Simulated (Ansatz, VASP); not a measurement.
# Tc: VASP beside Ansatz

```
Tc
1.0
     0.00000    1.92365    1.92365
     1.92365    0.00000    1.92365
     1.92365    1.92365    0.00000
Tc
1
Direct
  0.00000 0.00000 0.00000
```

Change from the starting cell: volume scaled by 0.96.

Alike in both runs: task single point; functional PBE; k mesh 12 × 12 × 12; occupations fermi-dirac, width 0.05 eV; no spin polarisation.

|  | VASP | Ansatz |
| --- | --- | --- |
| version | VASP 6.6.1 | Ansatz 0.2.0 |
| potentials or method | VASP PAW PBE potentials, release 64 (Tc_pv), cutoff 520 eV | all-electron LAPW, scalar-relativistic |

Ansatz gave:

| Quantity | Value |
| --- | --- |
| gap on the k mesh at the Fermi level (eV) | none |
| pressure (GPa) | 5.8 |

Which values does VASP return?

gap on the k mesh at the Fermi level (eV): none; pressure (GPa): 5.1.

A gap of «none» marks a metal or a gap that the smearing closes. Ansatz ran all-electron here, and VASP with PAW potentials.
